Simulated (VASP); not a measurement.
A run of VASP 6.6.1:

INCAR

```
SYSTEM = TeP2
ALGO = Normal
EDIFF = 1E-6
EDIFFG = -0.04
ENCUT = 600
GGA = PE
IBRION = 2
ISIF = 3
ISMEAR = 0
LASPH = .True.
LCHARG = .False.
LREAL = .False.
LWAVE = .False.
NELM = 60
NSW = 90
PREC = Accurate
SIGMA = 0.1
```

Contents of KPOINTS:

```
k-points
0
Gamma
  4 4 4
  0 0 0
```

POSCAR

```
TeP2
1.0
    0.0000000000      3.5566188000      3.5566188000
    3.5566188000      0.0000000000      3.5566188000
    3.5566188000      3.5566188000      0.0000000000
Te P
1 2
Direct
    0.5000000000      0.5000000000      0.5000000000
    0.2500000000      0.2500000000      0.2500000000
    0.7500000000      0.7500000000      0.7500000000
```

Potentials or basis: VASP PAW PBE potentials, release 64 (Te, P).

Launch:

```bash
$ cat potpaw_PBE.64/Te/POTCAR potpaw_PBE.64/P/POTCAR > POTCAR
$ mpirun -np 1 vasp_std > vasp.out
```

Hardware: 1 thread of Intel(R) Xeon(R) 6975P-C (Granite Rapids) (shared host).

**Question.** How long does it take, and how much memory?

**Answer.** Run time: 21 s on 1 thread of Intel(R) Xeon(R) 6975P-C (Granite Rapids), on a shared host, peak memory 0.24 GiB. Counts: scf iterations 33, k points 8, ion steps 3.
